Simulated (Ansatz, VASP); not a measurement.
Co: VASP beside Ansatz

The input INCAR:

```
PREC = Accurate ; ENCUT = 520
EDIFF = 1E-6 ; ISMEAR = -1
SIGMA = 0.05 ; LREAL = F
LASPH = T ; NELM = 150
ALGO = Normal ; ISIF = 2
LWAVE = F ; LCHARG = F
ISPIN = 2 ; MAGMOM = 1.659 1.704 1.704
LORBIT = 11 ; LMAXMIX = 4
GGA = PS ; NBANDS = 24
```

Contents of KPOINTS:

```
Automatic mesh
0
Gamma
  12 12 17
```

POSCAR

```
Co
1.0
    3.9023273083      0.0000000000      0.0000000000
   -1.9511636542      3.3795145828      0.0000000000
    0.0000000000      0.0000000000      2.4040888944
Co
3
Direct
    0.0000000000      1.0000000000      0.0000000000
    0.3333333333      0.6666666667      0.5000000000
    0.6666666667      0.3333333333      0.5000000000
```

Input for Ansatz:

```yaml
crystal:
  lattice:
    - [3.9023273083, 0.0, 0.0]
    - [-1.9511636542, 3.3795145828, 0.0]
    - [0.0, 0.0, 2.4040888944]
  atoms:
    - { symbol: Co, position: [0.0, 1.0, 0.0], spin: 1.659 }
    - { symbol: Co, position: [0.3333333333, 0.6666666667, 0.5], spin: 1.704 }
    - { symbol: Co, position: [0.6666666667, 0.3333333333, 0.5], spin: 1.704 }
hamiltonian:
  xc: pbesol
  pseudopotentials:
    kind: paw
    azcp:
      Co: "pseudopotentials/Co.paw.azcp"
basis:
  ecutwfc: 420
  fft_grid_basis: typed
kpoints:
  mp_grid: { grid: [12, 12, 17], shift: [0, 0, 0] }
magnetization:
  spin_polarized: true
scf:
  occupations: { method: fermi_dirac, width: 0.05 }
output:
  write_density: true
  write_potential: true
  elf: true
  volumetric_format: npy
```

Alike in both runs: task single point; functional PBEsol; k mesh 12 × 12 × 17; occupations fermi-dirac, width 0.05 eV; collinear spin.

|  | VASP | Ansatz |
| --- | --- | --- |
| version | VASP 6.6.1 | Ansatz 0.2.0 |
| potentials or method | VASP PAW PBE potentials, release 64 (Co), cutoff 520 eV | plane waves (420 eV) with PAW, scalar-relativistic |
| valence electrons in the cell | 27 | 51 |

VASP gave:

```
net moment per atom (μB)                                      : 1.62
size of the moment on the site where the two differ most (μB) : 1.60
```

Q: Which values does Ansatz return?

A: net moment per atom (μB): 1.63; size of the moment on the site where the two differ most (μB): 1.66.

VASP's potentials were made for PBE, not for PBEsol, and Ansatz warns of the same on its side. Site moments also hang on the region over which each program counts them. With one functional, cell and mesh, what is left measures potentials, basis and numerics. VASP's potentials hold 27 valence electrons a cell and Ansatz's 51, so a difference there can come from the potentials and not from the codes.
